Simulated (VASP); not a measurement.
# Eu3Si: single point with PBEsol

Eu3Si:

```
CELL_PARAMETERS angstrom
4.77545 0.00000 0.00000
0.00000 4.77545 0.00000
0.00000 0.00000 4.77545
ATOMIC_POSITIONS crystal
Eu 0.00000 0.50000 0.50000
Eu 0.50000 0.50000 0.00000
Eu 0.50000 0.00000 0.50000
Si 0.00000 0.00000 0.00000
```

- Program: VASP 6.6.1
- Task: single point
- Functional: PBEsol
- Potentials or basis: VASP PAW PBE potentials, release 64 (Eu, Si)
- Cutoff: 520 eV
- k mesh: 6 × 6 × 6
- Occupations: gaussian, width 0.05 eV
- Spin: collinear spin, ferromagnetic start
- Starting moments: [7.65, 7.65, 7.65, 0.0] μB
- Dipole correction: no
- Further INCAR settings: ALGO = Normal; EDIFF = 1e-07; NBANDS = 40

| Item | Value |
| --- | --- |
| Pressure | -1.6 GPa |
| Net moment | 21.57 μB per cell |
| Site moments | Eu +6.68; Si -0.10 μB |
| Valence electrons inside the program's atomic spheres | Eu 14.79; Si 1.57 |

Levels at points of the mesh, in eV from the Fermi level:
Spin up:
```
           k point  band 34  band 35  band 36  band 37  band 38  band 39  band 40
(0.00, 0.00, 0.00)    -0.36    -0.36    -0.32    -0.32    -0.29    -0.29    -0.29
(0.50, 0.00, 0.00)    -0.37    -0.37    -0.32    -0.24    -0.24     0.19     0.79
(0.50, 0.50, 0.00)    -0.34    -0.32    -0.30    -0.28    -0.06     0.61     0.63
(0.50, 0.50, 0.50)    -0.30    -0.30    -0.30    -0.26    -0.11    -0.11    -0.11
```
Spin down:
```tsv
k point	band 14	band 15	band 16	band 17	band 18	band 19	band 20	band 21
(0.00, 0.00, 0.00)	-2.22	-0.29	-0.29	0.16	0.16	0.16	0.40	0.40
(0.50, 0.00, 0.00)	-2.98	-0.90	-0.90	-0.58	1.03	1.41	2.42	2.61
(0.50, 0.50, 0.00)	-1.92	-1.92	-1.48	0.88	1.34	1.34	2.04	2.51
(0.50, 0.50, 0.50)	-0.57	-0.57	-0.57	-0.42	-0.42	-0.42	2.97	3.17
```

Run time: 3.6 min on 1 thread of Intel(R) Xeon(R) 6975P-C (Granite Rapids), on a shared host, peak memory 0.33 GiB.

Caveat: the highest band is partly filled, so the run has too few bands; the PAW data sets were made with another functional, which shifts forces and pressure a little; spin-orbit coupling is left out, which moves the levels of the heavy elements; semilocal functionals describe open f shells poorly, which spoils levels, moments and volumes. The state reached can hang on the start; a lower one may exist.
